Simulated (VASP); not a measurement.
# Ba (Im-3m) in VASP: a series of runs

The runs below take Ba through single point, with PBEsol.

Everything below comes from runs of VASP 6.6.1. Logs are shortened: lines on timing, memory, paths and dates and some standing lists are left out, and cuts for length are marked.

## Step 1: The cell of the first run

Symmetry: Im-3m, No. 229, cubic system. Conventional cell: a = 4.877 Å, b = 4.877 Å, c = 4.877 Å, α = 90.00°, β = 90.00°, γ = 90.00°. Within 5.5 Å of Ba (site symmetry m-3m) lie 14 Ba at 4.22 to 4.88 Å.

## Step 2: Single point, PBEsol

Input file INCAR:

```
PREC = Accurate
ENCUT = 520
EDIFF = 1E-6
ISMEAR = -1
SIGMA = 0.1
LREAL = False
LASPH = True
NELM = 100
ALGO = Normal
ISIF = 2
LWAVE = False
LCHARG = False
GGA = PS
NBANDS = 11
```

Input file KPOINTS:

```
regular mesh
0
Gamma
  15 15 15
```

Input file POSCAR:

```
Ba
1.0
   -2.4387049897      2.4387049897      2.4387049897
    2.4387049897     -2.4387049897      2.4387049897
    2.4387049897      2.4387049897     -2.4387049897
Ba
1
Direct
    0.0000000000      0.0000000000      0.0000000000
```

Potentials or basis: VASP PAW PBE potentials, release 64 (Ba_sv).

The run is started by

```bash
cat potpaw_PBE.64/Ba_sv/POTCAR > POTCAR
mpirun -np 1 vasp_std > vasp.out
```

OUTCAR:

```text
PREC = Accurate
   ENCUT = 520
   EDIFF = 1E-6
   ISMEAR = -1
   LREAL = False
   LASPH = True
   NELM = 100
   ISIF = 2
   GGA = PS

 ion  position               nearest neighbor table
   1  0.000  0.000  0.000-

  LATTYP: Found a body centered cubic cell.
 ALAT       =     4.8774099794

  Lattice vectors:

 A1 = (  -2.4387049897,   2.4387049897,   2.4387049897)
 A2 = (   2.4387049897,  -2.4387049897,   2.4387049897)
 A3 = (   2.4387049897,   2.4387049897,  -2.4387049897)

Analysis of symmetry for initial positions (statically):
=====================================================================
 Subroutine PRICEL returns:
 Original cell was already a primitive cell.

 Routine SETGRP: Setting up the symmetry group for a
 body centered cubic supercell.

 Subroutine GETGRP returns: Found 48 space group operations
 (whereof 48 operations were pure point group operations)
 out of a pool of 48 trial point group operations.

The static configuration has the point symmetry O_h .

Analysis of symmetry for dynamics (positions and initial velocities):
=====================================================================
 Subroutine PRICEL returns:
 Original cell was already a primitive cell.

 Routine SETGRP: Setting up the symmetry group for a
 body centered cubic supercell.

 Subroutine GETGRP returns: Found 48 space group operations
 (whereof 48 operations were pure point group operations)
 out of a pool of 48 trial point group operations.

The dynamic configuration has the point symmetry O_h .

 Subroutine INISYM returns: Found 48 space group operations
 (whereof 48 operations are pure point group operations),
 and found     1 'primitive' translations

----------------------------------------------------------------------------------------

                                     Primitive cell

  volume of cell :      58.0147

  direct lattice vectors                    reciprocal lattice vectors
    -2.438704990  2.438704990  2.438704990     0.000000000  0.205026849  0.205026849
     2.438704990 -2.438704990  2.438704990     0.205026849  0.000000000  0.205026849
     2.438704990  2.438704990 -2.438704990     0.205026849  0.205026849  0.000000000

  length of vectors
     4.223960947  4.223960947  4.223960947     0.289951751  0.289951751  0.289951751

  position of ions in fractional coordinates (direct lattice)
     0.000000000  0.000000000  0.000000000

  ion indices of the primitive-cell ions
   primitive index   ion index
                 1           1

----------------------------------------------------------------------------------------

 KPOINTS: regular mesh

Automatic generation of k-mesh.
 Grid dimensions read from file:
 generate k-points for:   15   15   15

 Generating k-lattice:

  Cartesian coordinates                     Fractional coordinates (reciprocal lattice)
     0.000000000  0.013668457  0.013668457     0.066666667  0.000000000  0.000000000
     0.013668457  0.000000000  0.013668457     0.000000000  0.066666667  0.000000000
     0.013668457  0.013668457  0.000000000     0.000000000  0.000000000  0.066666667

  Length of vectors
     0.019330117  0.019330117  0.019330117

  Shift w.r.t. Gamma in fractional coordinates (k-lattice)
     0.000000000  0.000000000  0.000000000

 Subroutine IBZKPT returns following result:
 ===========================================

 Found    120 irreducible k-points:

 Following reciprocal coordinates:
            Coordinates               Weight
  0.000000  0.000000  0.000000      1.000000
  0.066667  0.000000  0.000000     12.000000
  0.133333  0.000000  0.000000     12.000000
  0.200000  0.000000  0.000000     12.000000
  0.266667  0.000000  0.000000     12.000000
  0.333333  0.000000  0.000000     12.000000
[... 16 lines left out ...]
  0.333333  0.200000  0.000000     48.000000
  0.400000  0.200000  0.000000     24.000000
 [... further k-points ...]
   k-points           NKPTS =    120   k-points in BZ     NKDIM =    120   number of bands    NBANDS=     11
   number of dos      NEDOS =    301   number of ions     NIONS =      1
   total plane-waves  NPLWV =  32768
   dimension x,y,z NGX =    32 NGY =   32 NGZ =   32
   dimension x,y,z NGXF=    64 NGYF=   64 NGZF=   64
   ions per type =               1
   NGX,Y,Z   is equivalent  to a cutoff of  12.59, 12.59, 12.59 a.u.
   NGXF,Y,Z  is equivalent  to a cutoff of  25.19, 25.19, 25.19 a.u.
 SYSTEM =  unknown system
   PREC   = accura    normal or accurate (medium, high low for compatibility)
   ISTART =      0    job   : 0-new  1-cont  2-samecut
   ICHARG =      2    charge: 1-file 2-atom 10-const
   ISPIN  =      1    spin polarized calculation?
   LNONCOLLINEAR =      F non collinear calculations
   LSORBIT =      F    spin-orbit coupling
   LASPH  =      T    aspherical Exc in radial PAW
   ENCUT  =  520.0 eV  38.22 Ry    6.18 a.u.   7.85  7.85  7.85*2*pi/ulx,y,z
   NELM   =    100;   NELMIN=  2; NELMDL= -5     # of ELM steps
   EDIFF  = 0.1E-05   stopping-criterion for ELM
   LREAL  =      F    real-space projection
   EDIFFG = 0.1E-04   stopping-criterion for IOM
   NSW    =      0    number of steps for IOM
   IBRION =     -1    ionic relax: 0-MD 1-quasi-New 2-CG
   NFREE  =      0    steps in history (QN), initial steepest desc. (CG)
   ISIF   =      2    stress and relaxation
   ISYM   =      2    0-nonsym 1-usesym 2-fastsym
   POTIM  = 0.5000    time-step for ionic-motion
   TEBEG  =    0.0;   TEEND  =   0.0 temperature during run
   PSTRESS=    0.0 pullay stress
   NELECT =      10.0000    total number of electrons
   NUPDOWN=      -1.0000    fix difference up-down
   EMIN   =  10.00;   EMAX   =-10.00  energy-range for DOS
   EFERMI =   0.00;   METHOD = LEGACY
   ISMEAR =    -1;   SIGMA  =   0.10  broadening in eV -4-tet -1-fermi 0-gaus
   EFERMI_NEDOS =   21; number of points for ismear=-14 and -15
   IALGO  =     38    algorithm
   IMIX   =      4    mixing-type and parameters
     AMIX     =   0.40;   BMIX     =  1.00
     AMIX_MAG =   1.60;   BMIX_MAG =  1.00
  volume/ion in A,a.u.               =      58.01       391.50
  Fermi-wavevector in a.u.,A,eV,Ry     =   0.911092  1.721714 11.294042  0.830089
  Thomas-Fermi vector in A             =   2.035331
   LORBIT       =      0    0 simple, 1 ext, 2 COOP (PROOUT), +10 PAW based schemes
   GGA     = PS    functional components
   LHFCALC =     F    Hartree Fock is set to
   AEXX    =    0.0000 exact exchange contribution
   IVDW    =     0    specifies the selected vdW correction
   LEPSILON=     F    determine dielectric tensor
   LRPA    =     F    only Hartree local field effects (RPA)
 non-spin polarized calculation
  energy-cutoff  :      520.00
  volume of cell :       58.01
 maximum number of plane-waves:      1579
   NGX = 15   NGY = 15   NGZ = 15

 number of electron      10.0000001 magnetization

 Free energy of the ion-electron system (eV)
  ---------------------------------------------------
  ext. energy  EPLUGINS =         0.00000000
  ---------------------------------------------------
  free energy    TOTEN  =        -2.16896514 eV

  energy without entropy =       -2.12718485  energy(sigma->0) =       -2.14807499

 E-fermi :   1.8238     XC(G=0):  -7.7790

 val. band max:        1.8113325261   @ k =  -0.3333   0.4000   0.2667
 cond. band min:       1.8497150973   @ k =  -0.4000  -0.4000   0.2000
 fundamental gap:      0.0383825712
 Fermi energy:         1.8238149089

 k-point     1 :       0.0000    0.0000    0.0000
  band No.  band energies     occupation
      1     -26.9070      2.00000
      2     -11.7837      2.00000
      3     -11.7837      2.00000
      4     -11.7837      2.00000
      5      -0.9916      2.00000
      6       3.7163      0.00000
      7       3.7163      0.00000
      8       3.7163      0.00000
      9       5.2683      0.00000
     10       5.2683      0.00000
     11       8.9922      0.00000

 k-point     2 :       0.0667    0.0000    0.0000
  band No.  band energies     occupation
      1     -26.9043      2.00000
      2     -11.8124      2.00000
      3     -11.7923      2.00000
      4     -11.7839      2.00000
      5      -0.8985      2.00000
      6       3.6387      0.00000
      7       3.6796      0.00000
      8       3.8106      0.00000
      9       5.1291      0.00000
     10       5.2596      0.00000
     11       9.1025      0.00000

 k-point     3 :       0.1333    0.0000    0.0000
  band No.  band energies     occupation
      1     -26.8967      2.00000
      2     -11.8920      2.00000
      3     -11.8164      2.00000
      4     -11.7845      2.00000
      5      -0.6329      2.00000
      6       3.4385      0.00000
      7       3.5248      0.00000
      8       4.0905      0.00000
      9       4.9272      0.00000
     10       5.2491      0.00000
     11       9.3773      0.00000

 k-point     4 :       0.2000    0.0000    0.0000
  band No.  band energies     occupation
      1     -26.8855      2.00000
      2     -12.0058      2.00000
      3     -11.8516      2.00000
      4     -11.7855      2.00000
      5      -0.2369      2.00000
      6       3.1822      0.00000
      7       3.2390      0.00000
      8       4.5465      0.00000
      9       4.9071      0.00000
     10       5.2695      0.00000
     11       9.5878      0.00000
[... 239 lines left out ...]
 k-point    22 :       0.2667    0.2000    0.0000
  band No.  band energies     occupation
      1     -26.8479      2.00000
      2     -12.2767      2.00000
      3     -12.0046      2.00000
      4     -11.8409      2.00000
      5       1.2242      1.99503
      6       2.4008      0.00622
      7       2.7718      0.00015
      8       4.9948      0.00000
      9       5.8015      0.00000
     10       6.8855      0.00000
     11       8.6450      0.00000

 k-point    23 :       0.3333    0.2000    0.0000
  band No.  band energies     occupation
      1     -26.8416      2.00000
      2     -12.3066      2.00000
      3     -12.0479      2.00000
      4     -11.8449      2.00000
      5       1.3900      1.97423
      6       2.4245      0.00491
      7       2.7941      0.00012
      8       5.1117      0.00000
      9       5.8294      0.00000
     10       7.5187      0.00000
     11       8.1720      0.00000

 k-point    24 :       0.4000    0.2000    0.0000
  band No.  band energies     occupation
      1     -26.8394      2.00000
      2     -12.3161      2.00000
      3     -12.0643      2.00000
      4     -11.8462      2.00000
      5       1.4210      1.96501
      6       2.4517      0.00374
      7       2.8342      0.00008
      8       5.1126      0.00000
      9       5.9231      0.00000
     10       7.6659      0.00000
     11       8.0520      0.00000

 [... further k-points ...]

------------------------ aborting loop because EDIFF is reached ----------------------------------------

  FORCE on cell =-STRESS in cart. coord.  units (eV):
  Direction    XX          YY          ZZ          XY          YZ          ZX
  --------------------------------------------------------------------------------------
  -------------------------------------------------------------------------------------
  Total        0.0417901      0.0417901      0.0417901      0.0000000      0.0000000      0.0000000
  in kB        1.1541063      1.1541063      1.1541063      0.0000000      0.0000000      0.0000000
  external PRESSURE =       1.1541063 kB  Pullay stress =       0.0000000 kB

 VOLUME and BASIS-vectors are now :
 -----------------------------------------------------------------------------
  energy-cutoff  :      520.00
  volume of cell :       58.01
      direct lattice vectors                 reciprocal lattice vectors
    -2.438704990  2.438704990  2.438704990     0.000000000  0.205026849  0.205026849
     2.438704990 -2.438704990  2.438704990     0.205026849  0.000000000  0.205026849
     2.438704990  2.438704990 -2.438704990     0.205026849  0.205026849  0.000000000

 POSITION                                       TOTAL-FORCE (eV/Angst)
 -----------------------------------------------------------------------------------
      0.00000      0.00000      0.00000        -0.000000      0.000000     -0.000000
 -----------------------------------------------------------------------------------
    total drift:                                0.000000      0.000000      0.000000

  FREE ENERGIE OF THE ION-ELECTRON SYSTEM (eV)
  ---------------------------------------------------
  free  energy   TOTEN  =        -2.1689651414 eV

  energy  without entropy=       -2.1271848479  energy(sigma->0) =       -2.14807499
```

Run time: 21 s. Hardware: 1 thread of Intel Xeon Platinum 8488C (Sapphire Rapids), shared host; peak memory 0.22 GiB.

Results:

* Free energy: -2.1690 eV
* Pressure: 0.1 GPa
* Band gap on the k mesh: zero (bands 5 and 6 overlap by 1.09 eV)

Levels at points of the mesh, in eV from the Fermi level:
```csv
k point,band 1,band 2,band 3,band 4,band 5,band 6,band 7,band 8,band 9,band 10
"(0.00, 0.00, 0.00)",-28.73,-13.61,-13.61,-13.61,-2.82,1.89,1.89,1.89,3.44,3.44
```

Caveat: the PAW data sets were made with another functional, which shifts forces and pressure a little; spin-orbit coupling is left out, which moves the levels of the heavy elements.

[end of part 1 of 2]

The gap in the log of VASP goes by the Fermi energy; the results here count the filled bands.